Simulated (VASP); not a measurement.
Wanted: the native input for a VASP 6.6.1 run.

- Task: single point
- Functional: r2SCAN
- Potentials or basis: VASP PAW PBE potentials, release 64 (S, Ba_sv, Se)
- Cutoff: 520 eV
- k mesh: 4 × 4 × 4
- Occupations: gaussian, width 0.01 eV
- Spin: no spin polarisation
- Dipole correction: no
- Further INCAR settings: ALGO = Normal; EDIFF = 1e-06; NBANDS = 24

Crystal: Ba2SeS.

```
S Ba Se
1.0
     4.57777    0.00000    0.00000
     0.00000    4.57777    0.00000
     0.00000    0.00000    6.47513
S Ba Se
1 2 1
Cartesian
  0.0000 0.0000 0.0000
  0.0000 0.0000 3.2376
  2.2889 2.2889 0.0000
  2.2889 2.2889 3.2376
```

This cell differs from its parent crystal: volume changed by -3%.

These files were run (other wordings do the same):

POSCAR

```
Ba2SeS
1.0
    4.5777709037      0.0000000000      0.0000000000
    0.0000000000      4.5777709037      0.0000000000
    0.0000000000      0.0000000000      6.4751330837
S Ba Se
1 2 1
Direct
    0.0000000000      0.0000000000      0.0000000000
    0.0000000000      0.0000000000      0.5000000000
    0.5000000000      0.5000000000      0.0000000000
    0.5000000000      0.5000000000      0.5000000000
```

INCAR.step1

```
  PREC = Accurate
  ENCUT = 520
  ISMEAR = 0
  SIGMA = 0.01
  LREAL = F
  LASPH = T
  NELM = 100
  NBANDS = 24
  GGA = PE
  ALGO = Normal
  EDIFF = 1E-4
  LWAVE = T
  LCHARG = F
```

INCAR.step2

```
  PREC = Accurate
  ENCUT = 520
  EDIFF = 1E-6
  ISMEAR = 0
  SIGMA = 0.01
  LREAL = F
  LASPH = T
  NELM = 100
  ALGO = Normal
  ISIF = 2
  LWAVE = F
  LCHARG = F
  METAGGA = R2SCAN
  LMIXTAU = T
  NBANDS = 24
  ISTART = 1
```

KPOINTS

```
regular mesh
0
Gamma
  4 4 4
```

Potentials or basis: VASP PAW PBE potentials, release 64 (S, Ba_sv, Se).

Command:

```sh
$ cat potpaw_PBE.64/S/POTCAR potpaw_PBE.64/Ba_sv/POTCAR potpaw_PBE.64/Se/POTCAR > POTCAR
$ cp INCAR.step1 INCAR
$ mpirun -np 1 vasp_std > vasp.out
$ cp INCAR.step2 INCAR
$ mpirun -np 1 vasp_std > vasp.out
```

Results of the run:

```json
{
 "Pressure": "1.9 GPa",
 "Band gap on the k mesh": "2.32 eV, direct"
}
```

Caveat: the PAW data sets were made with another functional, which shifts forces and pressure a little; spin-orbit coupling is left out, which moves the levels of the heavy elements.

Run time: 2.9 min on 1 thread of Intel(R) Xeon(R) Platinum 8488C (Sapphire Rapids), on a shared host, peak memory 0.28 GiB.
